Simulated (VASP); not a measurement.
# Li (R-3m) in VASP: a series of runs

Li is run at these levels: LDA; tasks: electric field gradients.

Program: VASP 6.6.1. These are calculated values, not measurements. Logs are shortened: lines on timing, memory, paths and dates and some standing lists are left out, and cuts for length are marked.

## (1) The cell of the first run

The structure is trigonal, space group R-3m (No. 166). The conventional cell has a = 3.059 Å, b = 3.059 Å, c = 22.457 Å, α = 90.00°, β = 90.00°, γ = 120.00°. Li (site symmetry -3m) has 12 Li at 3.06 Å within 4.0 Å. Within 4.0 Å of Li (site symmetry 3m) lie 12 Li at 3.05 to 3.06 Å.

## (2) Electric field gradients, LDA (20.22 Å³/atom)

File INCAR:

```
PREC = Accurate ; ENCUT = 520
EDIFF = 1E-8 ; ISMEAR = -1
SIGMA = 0.08 ; LREAL = F
LASPH = T ; NELM = 60
ALGO = Normal ; ISIF = 2
LWAVE = F ; LCHARG = F
LEFG = T ; NBANDS = 12
```

File KPOINTS:

```
regular mesh
0
Gamma
  12 12 12
```

File POSCAR:

```
Li
1.0
    1.5295437082      0.8830824716      7.4857428335
   -1.5295437082      0.8830824716      7.4857428335
    0.0000000000     -1.7661649434      7.4857428335
Li
3
Direct
    0.0000000000      0.0000000000      0.0000000000
    0.2220000000      0.2220000000      0.2220000000
    0.7780000000      0.7780000000      0.7780000000
```

Potentials or basis: VASP PAW LDA potentials, release 64 (Li_sv).

Started as:

```bash
$ cat potpaw_LDA.64/Li_sv/POTCAR > POTCAR
$ mpirun -np 1 vasp_std > vasp.out
```

OUTCAR:

```text
PREC = Accurate
   ENCUT = 520
   EDIFF = 1E-8
   ISMEAR = -1
   LREAL = F
   LASPH = T
   NELM = 60
   ISIF = 2

 ion  position               nearest neighbor table
   1  0.000  0.000  0.000-
   2  0.222  0.222  0.222-
   3  0.778  0.778  0.778-

  LATTYP: Found a trigonal (rhomboedric) cell.
 ALAT       =     7.6912732611
 COS(alpha) =     0.9209034946

  Lattice vectors:

 A1 = (   1.5295437082,   0.8830824716,   7.4857428335)
 A2 = (  -1.5295437082,   0.8830824716,   7.4857428335)
 A3 = (   0.0000000000,  -1.7661649434,   7.4857428335)

Analysis of symmetry for initial positions (statically):
=====================================================================
 Subroutine PRICEL returns:
 Original cell was already a primitive cell.

 Routine SETGRP: Setting up the symmetry group for a
 trigonal (rhombohedral) supercell.

 Subroutine GETGRP returns: Found 12 space group operations
 (whereof 12 operations were pure point group operations)
 out of a pool of 12 trial point group operations.

The static configuration has the point symmetry D_3d.

Analysis of symmetry for dynamics (positions and initial velocities):
=====================================================================
 Subroutine PRICEL returns:
 Original cell was already a primitive cell.

 Routine SETGRP: Setting up the symmetry group for a
 trigonal (rhombohedral) supercell.

 Subroutine GETGRP returns: Found 12 space group operations
 (whereof 12 operations were pure point group operations)
 out of a pool of 12 trial point group operations.

The dynamic configuration has the point symmetry D_3d.

 Subroutine INISYM returns: Found 12 space group operations
 (whereof 12 operations are pure point group operations),
 and found     1 'primitive' translations

----------------------------------------------------------------------------------------

                                     Primitive cell

  volume of cell :      60.6666

  direct lattice vectors                    reciprocal lattice vectors
     1.529543708  0.883082472  7.485742833     0.326894875  0.188732844  0.044529092
    -1.529543708  0.883082472  7.485742833    -0.326894875  0.188732844  0.044529092
     0.000000000 -1.766164943  7.485742833     0.000000000 -0.377465689  0.044529092

  length of vectors
     7.691273261  7.691273261  7.691273261     0.380083131  0.380083131  0.380083131

  position of ions in fractional coordinates (direct lattice)
     0.000000000  0.000000000  0.000000000
     0.222000000  0.222000000  0.222000000
     0.778000000  0.778000000  0.778000000

  ion indices of the primitive-cell ions
   primitive index   ion index
                 1           1
                 2           2
                 3           3

----------------------------------------------------------------------------------------

 KPOINTS: regular mesh

Automatic generation of k-mesh.
 Grid dimensions read from file:
 generate k-points for:   12   12   12

 Generating k-lattice:

  Cartesian coordinates                     Fractional coordinates (reciprocal lattice)
     0.027241240  0.015727737  0.003710758     0.083333333  0.000000000  0.000000000
    -0.027241240  0.015727737  0.003710758     0.000000000  0.083333333  0.000000000
     0.000000000 -0.031455474  0.003710758     0.000000000  0.000000000  0.083333333

  Length of vectors
     0.031673594  0.031673594  0.031673594

  Shift w.r.t. Gamma in fractional coordinates (k-lattice)
     0.000000000  0.000000000  0.000000000

 Subroutine IBZKPT returns following result:
 ===========================================

 Found    189 irreducible k-points:

 Following reciprocal coordinates:
            Coordinates               Weight
  0.000000  0.000000  0.000000      1.000000
  0.083333  0.000000 -0.000000      6.000000
  0.166667 -0.000000  0.000000      6.000000
  0.250000 -0.000000  0.000000      6.000000
  0.333333  0.000000  0.000000      6.000000
  0.416667 -0.000000  0.000000      6.000000
[... 16 lines left out ...]
  0.500000  0.166667  0.000000     12.000000
 -0.416667  0.166667 -0.000000     12.000000
 [... further k-points ...]
   k-points           NKPTS =    189   k-points in BZ     NKDIM =    189   number of bands    NBANDS=     12
   number of dos      NEDOS =    301   number of ions     NIONS =      3
   total plane-waves  NPLWV = 216000
   dimension x,y,z NGX =    60 NGY =   60 NGZ =   60
   dimension x,y,z NGXF=   120 NGYF=  120 NGZF=  120
   ions per type =               3
   NGX,Y,Z   is equivalent  to a cutoff of  12.97, 12.97, 12.97 a.u.
   NGXF,Y,Z  is equivalent  to a cutoff of  25.94, 25.94, 25.94 a.u.
 SYSTEM =  unknown system
   PREC   = accura    normal or accurate (medium, high low for compatibility)
   ISTART =      0    job   : 0-new  1-cont  2-samecut
   ICHARG =      2    charge: 1-file 2-atom 10-const
   ISPIN  =      1    spin polarized calculation?
   LNONCOLLINEAR =      F non collinear calculations
   LSORBIT =      F    spin-orbit coupling
   LASPH  =      T    aspherical Exc in radial PAW
   ENCUT  =  520.0 eV  38.22 Ry    6.18 a.u.  14.30 14.30 14.30*2*pi/ulx,y,z
   NELM   =     60;   NELMIN=  2; NELMDL= -5     # of ELM steps
   EDIFF  = 0.1E-07   stopping-criterion for ELM
   LREAL  =      F    real-space projection
   EDIFFG = 0.1E-06   stopping-criterion for IOM
   NSW    =      0    number of steps for IOM
   IBRION =     -1    ionic relax: 0-MD 1-quasi-New 2-CG
   NFREE  =      0    steps in history (QN), initial steepest desc. (CG)
   ISIF   =      2    stress and relaxation
   ISYM   =      2    0-nonsym 1-usesym 2-fastsym
   POTIM  = 0.5000    time-step for ionic-motion
   TEBEG  =    0.0;   TEEND  =   0.0 temperature during run
   PSTRESS=    0.0 pullay stress
   NELECT =       9.0000    total number of electrons
   NUPDOWN=      -1.0000    fix difference up-down
   EMIN   =  10.00;   EMAX   =-10.00  energy-range for DOS
   EFERMI =   0.00;   METHOD = LEGACY
   ISMEAR =    -1;   SIGMA  =   0.08  broadening in eV -4-tet -1-fermi 0-gaus
   EFERMI_NEDOS =   21; number of points for ismear=-14 and -15
   IALGO  =     38    algorithm
   IMIX   =      4    mixing-type and parameters
     AMIX     =   0.40;   BMIX     =  1.00
     AMIX_MAG =   1.60;   BMIX_MAG =  1.00
  volume/ion in A,a.u.               =      20.22       136.47
  Fermi-wavevector in a.u.,A,eV,Ry     =   0.866641  1.637714 10.218882  0.751067
  Thomas-Fermi vector in A             =   1.985059
   LORBIT       =      0    0 simple, 1 ext, 2 COOP (PROOUT), +10 PAW based schemes
   GGA     = CA    functional components
   LHFCALC =     F    Hartree Fock is set to
   AEXX    =    0.0000 exact exchange contribution
   IVDW    =     0    specifies the selected vdW correction
   LEPSILON=     F    determine dielectric tensor
   LRPA    =     F    only Hartree local field effects (RPA)
 non-spin polarized calculation
  energy-cutoff  :      520.00
  volume of cell :       60.67
 maximum number of plane-waves:      1659
 NGX is ok and might be reduce to    60
   NGX = 29   NGY = 29   NGZ = 29

 number of electron       9.0000009 magnetization

 Free energy of the ion-electron system (eV)
  ---------------------------------------------------
  ext. energy  EPLUGINS =         0.00000000
  ---------------------------------------------------
  free energy    TOTEN  =        -6.14759762 eV

  energy without entropy =       -6.11786478  energy(sigma->0) =       -6.13273120

 E-fermi :   0.5906     XC(G=0):  -7.1499

 val. band max:        0.5864986839   @ k =   0.5000   0.5000   0.5000
 cond. band min:       0.6087355060   @ k =  -0.2500   0.3333   0.2500
 fundamental gap:      0.0222368221
 Fermi energy:         0.5906327518

 k-point     1 :       0.0000    0.0000    0.0000
  band No.  band energies     occupation
      1     -45.0226      2.00000
      2     -45.0078      2.00000
      3     -45.0026      2.00000
      4      -2.8909      2.00000
      5      -0.9619      2.00000
      6      -0.9619      2.00000
      7       6.2943      0.00000
      8       6.3215      0.00000
      9      13.2276      0.00000
     10      13.2276      0.00000
     11      13.3588      0.00000
     12      13.3588      0.00000
[... 331 lines left out ...]
 k-point    24 :      -0.4167    0.1667   -0.0000
  band No.  band energies     occupation
      1     -45.0036      2.00000
      2     -44.9945      2.00000
      3     -44.9923      2.00000
      4       0.9690      0.01751
      5       1.7749      0.00000
      6       2.0500      0.00000
      7       4.2650      0.00000
      8       4.5198      0.00000
      9       5.1051      0.00000
     10       6.9831      0.00000
     11       7.5461      0.00000
     12       9.1961      0.00000

 [... further k-points ...]
[... 5 lines left out ...]
  --------------------------------------------------------------------------------------
  -------------------------------------------------------------------------------------
  Total       -0.3390796     -0.3390796     -0.4073524      0.0000000      0.0000000      0.0000000
  in kB       -8.9549464     -8.9549464    -10.7580014      0.0000000      0.0000000      0.0000000
  external PRESSURE =      -9.5559647 kB  Pullay stress =       0.0000000 kB

 VOLUME and BASIS-vectors are now :
 -----------------------------------------------------------------------------
  energy-cutoff  :      520.00
  volume of cell :       60.67
      direct lattice vectors                 reciprocal lattice vectors
     1.529543708  0.883082472  7.485742833     0.326894875  0.188732844  0.044529092
    -1.529543708  0.883082472  7.485742833    -0.326894875  0.188732844  0.044529092
     0.000000000 -1.766164943  7.485742833     0.000000000 -0.377465689  0.044529092

 POSITION                                       TOTAL-FORCE (eV/Angst)
 -----------------------------------------------------------------------------------
      0.00000      0.00000      0.00000         0.000000      0.000000      0.000000
      0.00000     -0.00000      4.98550         0.000000     -0.000000      0.009455
      0.00000     -0.00000     17.47172         0.000000      0.000000     -0.009455
 -----------------------------------------------------------------------------------
    total drift:                               -0.000000     -0.000000      0.000000

  FREE ENERGIE OF THE ION-ELECTRON SYSTEM (eV)
  ---------------------------------------------------
  free  energy   TOTEN  =        -6.1475976163 eV

  energy  without entropy=       -6.1178647776  energy(sigma->0) =       -6.13273120

 Electric field gradients (V/A^2)
---------------------------------------------------------------------
 ion       V_xx      V_yy      V_zz      V_xy      V_xz      V_yz
---------------------------------------------------------------------
   1      -0.024    -0.024     0.048    -0.000    -0.000     0.000
   2      -0.033    -0.033     0.067     0.000    -0.000     0.000
   3      -0.033    -0.033     0.067     0.000     0.000     0.000
---------------------------------------------------------------------

 Electric field gradients after diagonalization (V/A^2)
 (convention: |V_zz| > |V_xx| > |V_yy|)
----------------------------------------------------------------------
 ion       V_xx      V_yy      V_zz     asymmetry (V_yy - V_xx)/ V_zz
----------------------------------------------------------------------
   1      -0.024    -0.024     0.048       0.000
   2      -0.033    -0.033     0.067       0.000
   3      -0.033    -0.033     0.067       0.000
----------------------------------------------------------------------

           NMR quadrupolar parameters

 Cq : quadrupolar parameter    Cq=e*Q*V_zz/h
 eta: asymmetry parameters     (V_yy - V_xx)/ V_zz
 Q  : nuclear electric quadrupole moment in mb (millibarn)
----------------------------------------------------------------------
 ion       Cq(MHz)       eta       Q (mb)
----------------------------------------------------------------------
   1       0.000       0.000       1.000
   2       0.000       0.000       1.000
   3       0.000       0.000       1.000
----------------------------------------------------------------------
```

It took 5.9 min on 1 thread of Intel Xeon 6975P-C (Granite Rapids), shared host; peak memory 0.37 GiB.

Results:

```yaml
Free_energy: -6.1476 eV
Largest_force: 0.009 eV/Å
Band_gap_on_the_k_mesh: zero (an odd number of electrons rules out a gap without spin polarisation)
Largest_electric_field_gradient_by_atom: Li +0.05, +0.07 (each value once) V/Å²
```

Forces on the atoms (eV/Å):
```
Li   0.000  0.000  0.000
Li   0.000  0.000  0.009
Li   0.000  0.000 -0.009
```

Caveat: the cutoff is under 1.25 times the usual one of these potentials, so pressure, stress and relaxed cells hold a basis-set (Pulay) error; without QUAD_EFG the Cq values of the log hold for a quadrupole moment of 1 mb, not for the nuclei.

## (3) Electric field gradients, LDA (zz strain of -2 %)

File INCAR:

```
SYSTEM = Li
PREC = Accurate ; ENCUT = 520
EDIFF = 1E-8 ; ISMEAR = -1
SIGMA = 0.08 ; LREAL = .False.
LASPH = .True. ; NELM = 100
ALGO = Normal ; ISIF = 2
LWAVE = .False. ; LCHARG = .False.
GGA = CA ; LEFG = .True.
NBANDS = 12
```

File KPOINTS:

```
regular mesh
0
Gamma
  12 12 12
  0 0 0
```

File POSCAR:

```
Li
1.0
    1.5504989657      0.8951809952      7.4365340000
   -1.5504989657      0.8951809952      7.4365340000
    0.0000000000     -1.7903619905      7.4365340000
Li
3
Direct
    0.0000000000      0.0000000000      0.0000000000
    0.2220000000      0.2220000000      0.2220000000
    0.7780000000      0.7780000000      0.7780000000
```

Potentials or basis: VASP PAW LDA potentials, release 64 (Li_sv).

Started as:

```bash
$ cat potpaw_LDA.64/Li_sv/POTCAR > POTCAR
$ mpirun -np 1 vasp_std > vasp.out
```

OUTCAR:

```text
SYSTEM = Li
   PREC = Accurate
   ENCUT = 520
   EDIFF = 1E-8
   ISMEAR = -1
   LREAL = .False.
   LASPH = .True.
   NELM = 100
   ISIF = 2
   GGA = CA

 ion  position               nearest neighbor table
   1  0.000  0.000  0.000-
   2  0.222  0.222  0.222-
   3  0.778  0.778  0.778-

  LATTYP: Found a trigonal (rhomboedric) cell.
 ALAT       =     7.6490152301
 COS(alpha) =     0.9178208006

  Lattice vectors:

 A1 = (   1.5504989657,   0.8951809952,   7.4365340000)
 A2 = (  -1.5504989657,   0.8951809952,   7.4365340000)
[... 578 lines left out ...]
  energy  without entropy=       -6.1110649920  energy(sigma->0) =       -6.12540279

 Electric field gradients (V/A^2)
---------------------------------------------------------------------
 ion       V_xx      V_yy      V_zz      V_xy      V_xz      V_yz
---------------------------------------------------------------------
   1      -0.062    -0.062     0.125    -0.000    -0.000     0.000
   2      -0.073    -0.073     0.146     0.000     0.000     0.000
   3      -0.073    -0.073     0.146    -0.000    -0.000     0.000
---------------------------------------------------------------------

 Electric field gradients after diagonalization (V/A^2)
 (convention: |V_zz| > |V_xx| > |V_yy|)
----------------------------------------------------------------------
 ion       V_xx      V_yy      V_zz     asymmetry (V_yy - V_xx)/ V_zz
----------------------------------------------------------------------
   1      -0.062    -0.062     0.125       0.000
   2      -0.073    -0.073     0.146       0.000
   3      -0.073    -0.073     0.146       0.000
----------------------------------------------------------------------

           NMR quadrupolar parameters

 Cq : quadrupolar parameter    Cq=e*Q*V_zz/h
 eta: asymmetry parameters     (V_yy - V_xx)/ V_zz
 Q  : nuclear electric quadrupole moment in mb (millibarn)
----------------------------------------------------------------------
 ion       Cq(MHz)       eta       Q (mb)
----------------------------------------------------------------------
   1       0.000       0.000       1.000
   2       0.000       0.000       1.000
   3       0.000       0.000       1.000
----------------------------------------------------------------------
```

OSZICAR:

```text
N       E                     dE             d eps       ncg     rms          rms(c)
DAV:   1     0.253987660919E+02    0.25399E+02   -0.34684E+03  4544   0.649E+02
DAV:   2    -0.127886661929E+00   -0.25527E+02   -0.24821E+02  5396   0.147E+02
DAV:   3    -0.604156460689E+01   -0.59137E+01   -0.58654E+01  8668   0.385E+01
DAV:   4    -0.614240840704E+01   -0.10084E+00   -0.10078E+00  5992   0.863E+00
DAV:   5    -0.614464915866E+01   -0.22408E-02   -0.22406E-02  7152   0.103E+00    0.407E-01
DAV:   6    -0.614135559489E+01    0.32936E-02   -0.17633E-03  8096   0.198E-01    0.228E-01
DAV:   7    -0.613972470129E+01    0.16309E-02   -0.19972E-03  8776   0.224E-01    0.413E-02
DAV:   8    -0.613973627825E+01   -0.11577E-04   -0.21536E-04  6056   0.112E-01    0.249E-02
DAV:   9    -0.613974064619E+01   -0.43679E-05   -0.23799E-05  7352   0.229E-02    0.275E-03
DAV:  10    -0.613974060038E+01    0.45814E-07   -0.94533E-08  6188   0.218E-03    0.363E-04
DAV:  11    -0.613974058081E+01    0.19561E-07   -0.36018E-08  6180   0.155E-03    0.131E-04
DAV:  12    -0.613974058108E+01   -0.26898E-09   -0.12730E-09  4112   0.341E-04
   1 F= -.61397406E+01 E0= -.61254028E+01  d E =-.286756E-01
```

stdout:

```text
POSCAR found type information on POSCAR Li
 POSCAR found :  1 types and       3 ions
 scaLAPACK will be used
 LDA part: xc-table for (Slater(with rela. corr.)+CA(PZ))
 , standard interpolation
 POSCAR, INCAR and KPOINTS ok, starting setup
 FFT: planning ... GRIDC
 FFT: planning ... GRID_SOFT
 FFT: planning ... GRID
 WAVECAR not read
 entering main loop
ion   1

ion   2

ion   3
```

Run time: 5.6 min. Hardware: 1 thread of Intel Xeon 6975P-C (Granite Rapids), shared host; peak memory 0.38 GiB.

What came out:

```yaml
Free_energy: -6.1397 eV
Largest_force: 0.009 eV/Å
Band_gap_on_the_k_mesh: zero (an odd number of electrons rules out a gap without spin polarisation)
Largest_electric_field_gradient_by_atom: Li +0.12, +0.15 (each value once) V/Å²
```

Forces on the atoms (eV/Å):
```
Li   0.000  0.000  0.000
Li   0.000  0.000  0.009
Li   0.000  0.000 -0.009
```

Caveat: the cell differs from its parent crystal (zz strain of -2 %); the cutoff is under 1.25 times the usual one of these potentials, so pressure, stress and relaxed cells hold a basis-set (Pulay) error; without QUAD_EFG the Cq values of the log hold for a quadrupole moment of 1 mb, not for the nuclei.
